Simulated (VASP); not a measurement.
# Nb (Fm-3m) in VASP: notebook, part 2 of 2

VASP 6.6.1. The steps go on from the part before.

## Step 5: Single point, PBEsol+D3(BJ)

Input file INCAR:

```
SYSTEM = Nb
  ALGO = Normal
  EDIFF = 1E-6
  ENCUT = 500
  GGA = PS
  GGA_COMPAT = .False.
  ISIF = 2
  ISMEAR = 1
  IVDW = 12
  LASPH = .True.
  LCHARG = .True.
  LELF = .True.
  LREAL = .False.
  LVHAR = .True.
  LWAVE = .False.
  NBANDS = 12
  NELM = 120
  PREC = Accurate
  SIGMA = 0.1
```

Input file KPOINTS:

```
k-points
0
Gamma
  7 7 7
  0 0 0
```

Input file POSCAR:

```
Nb
1.0
    0.0000000000      2.1150000000      2.1150000000
    2.1150000000      0.0000000000      2.1150000000
    2.1150000000      2.1150000000      0.0000000000
Nb
1
Direct
    0.0000000000      0.0000000000      0.0000000000
```

Potentials or basis: VASP PAW PBE potentials, release 64 (Nb_sv).

Launch:

```
$ cat potpaw_PBE.64/Nb_sv/POTCAR > POTCAR
$ mpirun -np 1 vasp_std > vasp.out
```

OUTCAR:

```text
SYSTEM = Nb
   EDIFF = 1E-6
   ENCUT = 500
   GGA = PS
   ISIF = 2
   ISMEAR = 1
   IVDW = 12
   LASPH = .True.
   LREAL = .False.
   NELM = 120
   PREC = Accurate
 IVDW          = 12

 ion  position               nearest neighbor table
   1  0.000  0.000  0.000-

  LATTYP: Found a face centered cubic cell.
 ALAT       =     4.2300000000

  Lattice vectors:

 A1 = (   0.0000000000,   2.1150000000,   2.1150000000)
 A2 = (   2.1150000000,   0.0000000000,   2.1150000000)
 A3 = (   2.1150000000,   2.1150000000,   0.0000000000)

Analysis of symmetry for initial positions (statically):
=====================================================================
 Subroutine PRICEL returns:
 Original cell was already a primitive cell.

 Routine SETGRP: Setting up the symmetry group for a
 face centered cubic supercell.

 Subroutine GETGRP returns: Found 48 space group operations
 (whereof 48 operations were pure point group operations)
 out of a pool of 48 trial point group operations.

The static configuration has the point symmetry O_h .

Analysis of symmetry for dynamics (positions and initial velocities):
=====================================================================
 Subroutine PRICEL returns:
 Original cell was already a primitive cell.

 Routine SETGRP: Setting up the symmetry group for a
 face centered cubic supercell.

 Subroutine GETGRP returns: Found 48 space group operations
 (whereof 48 operations were pure point group operations)
 out of a pool of 48 trial point group operations.

The dynamic configuration has the point symmetry O_h .

 Subroutine INISYM returns: Found 48 space group operations
 (whereof 48 operations are pure point group operations),
 and found     1 'primitive' translations

----------------------------------------------------------------------------------------

                                     Primitive cell

  volume of cell :      18.9217

  direct lattice vectors                    reciprocal lattice vectors
     0.000000000  2.115000000  2.115000000    -0.236406619  0.236406619  0.236406619
     2.115000000  0.000000000  2.115000000     0.236406619 -0.236406619  0.236406619
     2.115000000  2.115000000  0.000000000     0.236406619  0.236406619 -0.236406619

  length of vectors
     2.991061684  2.991061684  2.991061684     0.409468276  0.409468276  0.409468276

  position of ions in fractional coordinates (direct lattice)
     0.000000000  0.000000000  0.000000000

  ion indices of the primitive-cell ions
   primitive index   ion index
                 1           1

----------------------------------------------------------------------------------------

 KPOINTS: k-points

Automatic generation of k-mesh.
 Grid dimensions read from file:
 generate k-points for:    7    7    7

 Generating k-lattice:

  Cartesian coordinates                     Fractional coordinates (reciprocal lattice)
    -0.033772374  0.033772374  0.033772374     0.142857143  0.000000000  0.000000000
     0.033772374 -0.033772374  0.033772374     0.000000000  0.142857143  0.000000000
     0.033772374  0.033772374 -0.033772374     0.000000000  0.000000000  0.142857143

  Length of vectors
     0.058495468  0.058495468  0.058495468

  Shift w.r.t. Gamma in fractional coordinates (k-lattice)
     0.000000000  0.000000000  0.000000000

 Subroutine IBZKPT returns following result:
 ===========================================

 Found     20 irreducible k-points:

 Following reciprocal coordinates:
            Coordinates               Weight
  0.000000  0.000000  0.000000      1.000000
  0.142857  0.000000  0.000000      8.000000
  0.285714  0.000000  0.000000      8.000000
  0.428571  0.000000  0.000000      8.000000
  0.142857  0.142857  0.000000      6.000000
  0.285714  0.142857  0.000000     24.000000
[... 12 lines left out ...]
 -0.428571  0.428571  0.142857     24.000000
 -0.285714  0.428571  0.142857     24.000000
   k-points           NKPTS =     20   k-points in BZ     NKDIM =     20   number of bands    NBANDS=     12
   number of dos      NEDOS =    301   number of ions     NIONS =      1
   total plane-waves  NPLWV =  13824
   dimension x,y,z NGX =    24 NGY =   24 NGZ =   24
   dimension x,y,z NGXF=    48 NGYF=   48 NGZF=   48
   ions per type =               1
   NGX,Y,Z   is equivalent  to a cutoff of  13.34, 13.34, 13.34 a.u.
   NGXF,Y,Z  is equivalent  to a cutoff of  26.68, 26.68, 26.68 a.u.
 SYSTEM =  Nb
   PREC   = accura    normal or accurate (medium, high low for compatibility)
   ISTART =      0    job   : 0-new  1-cont  2-samecut
   ICHARG =      2    charge: 1-file 2-atom 10-const
   ISPIN  =      1    spin polarized calculation?
   LNONCOLLINEAR =      F non collinear calculations
   LSORBIT =      F    spin-orbit coupling
   LASPH  =      T    aspherical Exc in radial PAW
   ENCUT  =  500.0 eV  36.75 Ry    6.06 a.u.   5.45  5.45  5.45*2*pi/ulx,y,z
   NELM   =    120;   NELMIN=  2; NELMDL= -5     # of ELM steps
   EDIFF  = 0.1E-05   stopping-criterion for ELM
   LREAL  =      F    real-space projection
   EDIFFG = 0.1E-04   stopping-criterion for IOM
   NSW    =      0    number of steps for IOM
   IBRION =     -1    ionic relax: 0-MD 1-quasi-New 2-CG
   NFREE  =      0    steps in history (QN), initial steepest desc. (CG)
   ISIF   =      2    stress and relaxation
   ISYM   =      2    0-nonsym 1-usesym 2-fastsym
   POTIM  = 0.5000    time-step for ionic-motion
   TEBEG  =    0.0;   TEEND  =   0.0 temperature during run
   PSTRESS=    0.0 pullay stress
   NELECT =      13.0000    total number of electrons
   NUPDOWN=      -1.0000    fix difference up-down
   EMIN   =  10.00;   EMAX   =-10.00  energy-range for DOS
   EFERMI =   0.00;   METHOD = LEGACY
   ISMEAR =     1;   SIGMA  =   0.10  broadening in eV -4-tet -1-fermi 0-gaus
   EFERMI_NEDOS =   21; number of points for ismear=-14 and -15
   IALGO  =     38    algorithm
   IMIX   =      4    mixing-type and parameters
     AMIX     =   0.40;   BMIX     =  1.00
     AMIX_MAG =   1.60;   BMIX_MAG =  1.00
  volume/ion in A,a.u.               =      18.92       127.69
  Fermi-wavevector in a.u.,A,eV,Ry     =   1.444560  2.729823 28.392005  2.086754
  Thomas-Fermi vector in A             =   2.562841
   LORBIT       =      0    0 simple, 1 ext, 2 COOP (PROOUT), +10 PAW based schemes
   GGA     = PS    functional components
   LHFCALC =     F    Hartree Fock is set to
   AEXX    =    0.0000 exact exchange contribution
   IVDW    =    12    specifies the selected vdW correction
   LEPSILON=     F    determine dielectric tensor
   LRPA    =     F    only Hartree local field effects (RPA)
 non-spin polarized calculation
 Methfessel and Paxton  Order N= 1 SIGMA  =   0.10
  energy-cutoff  :      500.00
  volume of cell :       18.92
 maximum number of plane-waves:       531
 NGX is ok and might be reduce to    24
   NGX = 11   NGY = 11   NGZ = 11

 number of electron      13.0000001 magnetization

 Free energy of the ion-electron system (eV)
  ---------------------------------------------------
  ext. energy  EPLUGINS =         0.00000000
  ---------------------------------------------------
  free energy    TOTEN  =       -10.61353389 eV

  energy without entropy =      -10.61155349  energy(sigma->0) =      -10.61287376

 E-fermi :  10.7719     XC(G=0): -12.3765

 val. band max:       10.7123307412   @ k =   0.4286   0.0000   0.0000
 cond. band min:      10.7839470555   @ k =  -0.4286   0.2857   0.0000
 fundamental gap:      0.0716163143
 Fermi energy:        10.7718616445

 k-point     1 :       0.0000    0.0000    0.0000
  band No.  band energies     occupation
      1     -43.9674      2.00000
      2     -19.3904      2.00000
      3     -19.3904      2.00000
      4     -19.3904      2.00000
      5       4.4903      2.00000
      6      10.8356      0.12792
      7      10.8356      0.12791
      8      10.8356      0.12791
      9      13.4011      0.00000
     10      13.4011      0.00000
     11      22.5399      0.00000
     12      27.2460      0.00000
[... 271 lines left out ...]
 k-point    20 :      -0.2857    0.4286    0.1429
  band No.  band energies     occupation
      1     -43.7212      2.00000
      2     -20.1997      2.00000
      3     -20.1305      2.00000
      4     -19.7640      2.00000
      5       8.1393      2.00000
      6       9.0381      2.00000
      7      10.2119      2.00000
      8      12.7724      0.00000
      9      15.4071      0.00000
     10      19.4511      0.00000
     11      20.8208      0.00000
     12      22.6841      0.00000

------------------------ aborting loop because EDIFF is reached ----------------------------------------

 Edisp (eV)   -0.71502

 E8    (eV) :    -0.5080

  FORCE on cell =-STRESS in cart. coord.  units (eV):
  Direction    XX          YY          ZZ          XY          YZ          ZX
  --------------------------------------------------------------------------------------
  -------------------------------------------------------------------------------------
  Total      -1.68462    -1.68462    -1.68462     0.00000     0.00000    -0.00000
  in kB    -142.64349  -142.64349  -142.64349     0.00000     0.00000    -0.00000
  external pressure =     -142.64 kB  Pullay stress =        0.00 kB

 VOLUME and BASIS-vectors are now :
 -----------------------------------------------------------------------------
  energy-cutoff  :      500.00
  volume of cell :       18.92
      direct lattice vectors                 reciprocal lattice vectors
     0.000000000  2.115000000  2.115000000    -0.236406619  0.236406619  0.236406619
     2.115000000  0.000000000  2.115000000     0.236406619 -0.236406619  0.236406619
     2.115000000  2.115000000  0.000000000     0.236406619  0.236406619 -0.236406619

 POSITION                                       TOTAL-FORCE (eV/Angst)
 -----------------------------------------------------------------------------------
      0.00000      0.00000      0.00000         0.000000      0.000000     -0.000000
 -----------------------------------------------------------------------------------
    total drift:                                0.000000     -0.000000     -0.000000

  FREE ENERGIE OF THE ION-ELECTRON SYSTEM (eV)
  ---------------------------------------------------
  free  energy   TOTEN  =       -11.3285585140 eV

  energy  without entropy=      -11.3265781075  energy(sigma->0) =      -11.32789838
```

OSZICAR:

```text
N       E                     dE             d eps       ncg     rms          rms(c)
DAV:   1     0.116352541244E+03    0.11635E+03   -0.70873E+03   480   0.104E+03
DAV:   2    -0.633327992394E+01   -0.12269E+03   -0.11867E+03   512   0.381E+02
DAV:   3    -0.108218445856E+02   -0.44886E+01   -0.43446E+01   688   0.640E+01
DAV:   4    -0.111585567732E+02   -0.33671E+00   -0.33476E+00   708   0.156E+01
DAV:   5    -0.111653380838E+02   -0.67813E-02   -0.67802E-02   648   0.203E+00    0.681E+00
DAV:   6    -0.106745015941E+02    0.49084E+00   -0.72333E-01   748   0.104E+01    0.236E+00
DAV:   7    -0.106105098887E+02    0.63992E-01   -0.21166E-01   784   0.550E+00    0.995E-01
DAV:   8    -0.106134755285E+02   -0.29656E-02   -0.12774E-02   548   0.146E+00    0.495E-02
DAV:   9    -0.106135191598E+02   -0.43631E-04   -0.82625E-04   816   0.307E-01    0.310E-02
DAV:  10    -0.106135347859E+02   -0.15626E-04   -0.13418E-05   580   0.466E-02    0.118E-02
DAV:  11    -0.106135338932E+02    0.89274E-06   -0.75121E-06   664   0.427E-02
   1 F= -.11328559E+02 E0= -.11327898E+02  d E =-.198041E-02
```

stdout:

```text
POSCAR found type information on POSCAR Nb
 POSCAR found :  1 types and       1 ions
 scaLAPACK will be used
 -----------------------------------------------------------------------------
|                                                                             |
|                                                                             |
|     You enforced a specific xc type in the INCAR file but a different       |
|     I HOPE YOU KNOW WHAT YOU ARE DOING!                                     |
|                                                                             |
 -----------------------------------------------------------------------------

 LDA part: xc-table for (Slater+PW92), standard interpolation
 POSCAR, INCAR and KPOINTS ok, starting setup
 FFT: planning ... GRIDC
 FFT: planning ... GRID_SOFT
 FFT: planning ... GRID
 WAVECAR not read
 entering main loop
```

It took 8.7 s on 1 thread of Intel Xeon 8259CL, shared host; peak memory 0.14 GiB.

What came out:

| Item | Value |
| --- | --- |
| Free energy | -11.3286 eV |
| Pressure | -14.3 GPa |
| Dispersion energy per atom | -0.715 eV |

Levels at points of the mesh, in eV from the Fermi level:
| k point | band 4 | band 5 | band 6 | band 7 | band 8 | band 9 |
| --- | --- | --- | --- | --- | --- | --- |
| (0.00, 0.00, 0.00) | -30.16 | -6.28 | 0.06 | 0.06 | 0.06 | 2.63 |

Caveat: the k points lie up to 0.37 Å⁻¹ apart; three body term missing; the PAW data sets were made with another functional, which shifts forces and pressure a little; pairwise dispersion overbinds metals, which lowers pressure and volume.

## Step 6: The runs side by side

```tsv
k mesh	gap on the mesh (eV)	pressure (GPa)
3 × 3 × 3	none	-2.6
4 × 4 × 4	none	-11.9
6 × 6 × 6	none	-13.7
7 × 7 × 7	none	-14.3
```

Alike in all rows: task single point; level PBEsol+D3(BJ); potentials or basis VASP PAW PBE potentials, release 64 (Nb_sv); no spin polarisation; cell as given; cutoff (eV) 500; smearing methfessel-paxton 0.1 eV.

Caveats: all runs use coarse meshes; three body term missing; the PAW data sets were made with another functional, which shifts forces and pressure a little; pairwise dispersion overbinds metals, which lowers pressure and volume.

Absolute energies hang on the potentials; compare differences alone.
